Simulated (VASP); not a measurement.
# SnTe (P4_2/mmc) in VASP: single point with PBE

Aim: the single point of SnTe with PBE.

Program: VASP 6.6.1. These are calculated values, not measurements. Logs are shortened: lines on timing, memory, paths and dates and some standing lists are left out, and cuts for length are marked.

## 1. The cell of the first run

The structure is tetragonal, space group P4_2/mmc (No. 131). The conventional cell has a = 4.733 Å, b = 4.733 Å, c = 7.740 Å, α = 90.00°, β = 90.00°, γ = 90.00°. Sn (site symmetry -4m2) has 4 Te at 3.06 Å and 2 Sn at 3.87 Å within 4.0 Å. Te (site symmetry mmm) has 4 Sn at 3.06 Å within 4.0 Å.

## 2. Single point, PBE

Input file POSCAR:

```
SnTe
1.0
    4.7326272800      0.0000000000      0.0000000000
    0.0000000000      4.7326272800      0.0000000000
    0.0000000000      0.0000000000      7.7403414553
Sn Te
2 2
Direct
    0.5000000000      0.5000000000      0.2500000000
    0.5000000000      0.5000000000      0.7500000000
    0.0000000000      0.5000000000      0.0000000000
    0.5000000000      0.0000000000      0.5000000000
```

Input file INCAR.step1:

```
ALGO     = Fast           # electronic algorithm
EDIFF    = 1E-7           # SCF threshold, eV
ENCUT    = 520            # plane-wave cutoff, eV
GGA      = PE             # functional
ISIF     = 2              # what is computed and relaxed
ISMEAR   = 0              # smearing method
LASPH    = True           # aspherical terms in the spheres
LCHARG   = True           # write CHGCAR
LREAL    = False          # projectors in reciprocal space
LWAVE    = False          # write WAVECAR
NBANDS   = 28             # bands
NELM     = 100            # most SCF steps
PREC     = Accurate       # precision mode
SIGMA    = 0.1            # smearing width, eV
```

Input file KPOINTS.step1:

```
k-points
0
Gamma
  10 10 6
```

Input file INCAR.step2:

```
ALGO     = Fast           # electronic algorithm
EDIFF    = 1E-7           # SCF threshold, eV
ENCUT    = 520            # plane-wave cutoff, eV
GGA      = PE             # functional
ICHARG   = 11             # starting density
ISIF     = 2              # what is computed and relaxed
ISMEAR   = -5             # smearing method
LASPH    = True           # aspherical terms in the spheres
LCHARG   = False          # write CHGCAR
LORBIT   = 11             # projections on sites
LREAL    = False          # projectors in reciprocal space
LWAVE    = False          # write WAVECAR
NBANDS   = 28             # bands
NEDOS    = 1001           # points of the DOS
NELM     = 100            # most SCF steps
PREC     = Accurate       # precision mode
SIGMA    = 0.1            # smearing width, eV
```

Input file KPOINTS.step2:

```
k-points
0
Gamma
  15 15 9
```

Potentials or basis: VASP PAW PBE potentials, release 64 (Sn_d, Te).

Run with:

```console
$ cat potpaw_PBE.64/Sn_d/POTCAR potpaw_PBE.64/Te/POTCAR > POTCAR
$ cp INCAR.step1 INCAR
$ cp KPOINTS.step1 KPOINTS
$ mpirun -np 1 vasp_std > vasp.out
$ cp INCAR.step2 INCAR
$ cp KPOINTS.step2 KPOINTS
$ mpirun -np 1 vasp_std > vasp.out
```

OUTCAR:

```text
EDIFF = 1E-7
   ENCUT = 520
   GGA = PE
   ICHARG = 11
   ISIF = 2
   ISMEAR = -5
   LASPH = True
   LORBIT = 11
   LREAL = False
   NELM = 100
   PREC = Accurate

 ion  position               nearest neighbor table
   1  0.500  0.500  0.250-   3 3.06   4 3.06   4 3.06   3 3.06
   2  0.500  0.500  0.750-   3 3.06   4 3.06   4 3.06   3 3.06
   3  0.000  0.500  0.000-   1 3.06   2 3.06   1 3.06   2 3.06
   4  0.500  0.000  0.500-   1 3.06   2 3.06   1 3.06   2 3.06

  LATTYP: Found a simple tetragonal cell.
 ALAT       =     4.7326272800
 C/A-ratio  =     1.6355273714

  Lattice vectors:

 A1 = (   4.7326272800,   0.0000000000,   0.0000000000)
 A2 = (   0.0000000000,   4.7326272800,   0.0000000000)
 A3 = (   0.0000000000,   0.0000000000,   7.7403414553)

Analysis of symmetry for initial positions (statically):
=====================================================================
 Subroutine PRICEL returns:
 Original cell was already a primitive cell.

 Routine SETGRP: Setting up the symmetry group for a
 simple tetragonal supercell.

 Subroutine GETGRP returns: Found 16 space group operations
 (whereof  8 operations were pure point group operations)
 out of a pool of 16 trial point group operations.

The static configuration has the point symmetry D_2h.
 The point group associated with its full space group is D_4h.

Analysis of symmetry for dynamics (positions and initial velocities):
=====================================================================
 Subroutine PRICEL returns:
 Original cell was already a primitive cell.

 Routine SETGRP: Setting up the symmetry group for a
 simple tetragonal supercell.

 Subroutine GETGRP returns: Found 16 space group operations
 (whereof  8 operations were pure point group operations)
 out of a pool of 16 trial point group operations.

The dynamic configuration has the point symmetry D_2h.
 The point group associated with its full space group is D_4h.

 Subroutine INISYM returns: Found 16 space group operations
 (whereof  8 operations are pure point group operations),
 and found     1 'primitive' translations

----------------------------------------------------------------------------------------

                                     Primitive cell

  volume of cell :     173.3663

[... 101 lines left out ...]
   ISYM   =      2    0-nonsym 1-usesym 2-fastsym
   POTIM  = 0.5000    time-step for ionic-motion
   TEBEG  =    0.0;   TEEND  =   0.0 temperature during run
   PSTRESS=    0.0 pullay stress
   NELECT =      40.0000    total number of electrons
   NUPDOWN=      -1.0000    fix difference up-down
   EMIN   =  10.00;   EMAX   =-10.00  energy-range for DOS
   EFERMI =   0.00;   METHOD = LEGACY
   ISMEAR =    -5;   SIGMA  =   0.10  broadening in eV -4-tet -1-fermi 0-gaus
   EFERMI_NEDOS =   21; number of points for ismear=-14 and -15
   IALGO  =     68    algorithm
   IMIX   =      4    mixing-type and parameters
     AMIX     =   0.40;   BMIX     =  1.00
     AMIX_MAG =   1.60;   BMIX_MAG =  1.00
  volume/ion in A,a.u.               =      43.34       292.48
  Fermi-wavevector in a.u.,A,eV,Ry     =   1.004091  1.897458 13.717388  1.008200
  Thomas-Fermi vector in A             =   2.136685
   LORBIT       =     11    0 simple, 1 ext, 2 COOP (PROOUT), +10 PAW based schemes
   GGA     = PE    functional components
   LHFCALC =     F    Hartree Fock is set to
   AEXX    =    0.0000 exact exchange contribution
   IVDW    =     0    specifies the selected vdW correction
   LEPSILON=     F    determine dielectric tensor
   LRPA    =     F    only Hartree local field effects (RPA)
 non-spin polarized calculation
 RMM-DIIS sequential band-by-band and
 Fermi weights with tetrahedron method with Bloechl corrections
  energy-cutoff  :      520.00
  volume of cell :      173.37
 maximum number of plane-waves:      4689
 NGX is ok and might be reduce to    36

 number of electron      39.9999981 magnetization

 Free energy of the ion-electron system (eV)
  ---------------------------------------------------
  ext. energy  EPLUGINS =         0.00000000
  ---------------------------------------------------
  free energy    TOTEN  =       -14.08252127 eV

  energy without entropy =      -14.08252127  energy(sigma->0) =      -14.08252127

 E-fermi :   3.6719     XC(G=0):  -7.8078

 val. band max:        3.6556755117   @ k =   0.4667   0.4667   0.1111
 cond. band min:       3.6184875238   @ k =   0.1333   0.0667   0.1111
 fundamental gap:     -0.0371879879
 Fermi energy:         3.6719406409

 k-point     1 :       0.0000    0.0000    0.0000
  band No.  band energies     occupation
      1     -18.2373      2.00000
      2     -18.2337      2.00000
      3     -18.2326      2.00000
      4     -18.2309      2.00000
      5     -18.2309      2.00000
      6     -18.2169      2.00000
[... 733 lines left out ...]
     27       9.0058      0.00000
     28       9.0535      0.00000

 [... further k-points ...]

------------------------ aborting loop because EDIFF is reached ----------------------------------------

  FORCE on cell =-STRESS in cart. coord.  units (eV):
  Direction    XX          YY          ZZ          XY          YZ          ZX
  --------------------------------------------------------------------------------------
  -------------------------------------------------------------------------------------
  Total       -0.0293042     -0.0293042      0.2374426      0.0000000      0.0000000      0.0000000
  in kB       -0.2708168     -0.2708168      2.1943431      0.0000000      0.0000000      0.0000000
  external PRESSURE =       0.5509031 kB  Pullay stress =       0.0000000 kB

 VOLUME and BASIS-vectors are now :
 -----------------------------------------------------------------------------
  energy-cutoff  :      520.00
  volume of cell :      173.37
      direct lattice vectors                 reciprocal lattice vectors
     4.732627280  0.000000000  0.000000000     0.211299124  0.000000000  0.000000000
     0.000000000  4.732627280  0.000000000     0.000000000  0.211299124  0.000000000
     0.000000000  0.000000000  7.740341455     0.000000000  0.000000000  0.129193267

 POSITION                                       TOTAL-FORCE (eV/Angst)
 -----------------------------------------------------------------------------------
      2.36631      2.36631      1.93509         0.000000     -0.000000      0.000000
      2.36631      2.36631      5.80526        -0.000000      0.000000     -0.000000
      0.00000      2.36631      0.00000        -0.000000     -0.000000     -0.000000
      2.36631      0.00000      3.87017        -0.000000     -0.000000     -0.000000
 -----------------------------------------------------------------------------------
    total drift:                                0.000000      0.000000      0.000000

  FREE ENERGIE OF THE ION-ELECTRON SYSTEM (eV)
  ---------------------------------------------------
  free  energy   TOTEN  =       -14.0825212740 eV

  energy  without entropy=      -14.0825212740  energy(sigma->0) =      -14.08252127

 total charge

# of ion       s       p       d       tot
------------------------------------------
    1        1.354   0.759   9.966  12.080
    2        1.354   0.759   9.966  12.080
    3        1.389   1.949   0.025   3.363
    4        1.389   1.949   0.025   3.363
--------------------------------------------------
tot          5.486   5.417  19.982  30.885
```

Wall time 26 min (1 thread of Oxide Virtual Turin-like, shared host); peak memory 0.77 GiB.

Results:

| Quantity | Value |
| --- | --- |
| Valence electrons inside the program's atomic spheres | Sn 12.08; Te 3.36 |

Levels at points of the mesh, in eV from the Fermi level:
| k point | band 18 | band 19 | band 20 | band 21 | band 22 | band 23 |
| --- | --- | --- | --- | --- | --- | --- |
| (0.00, 0.00, 0.00) | -1.15 | -1.15 | -0.70 | 0.61 | 0.68 | 0.68 |

Caveat: spin-orbit coupling is left out, which moves the levels of the heavy elements.
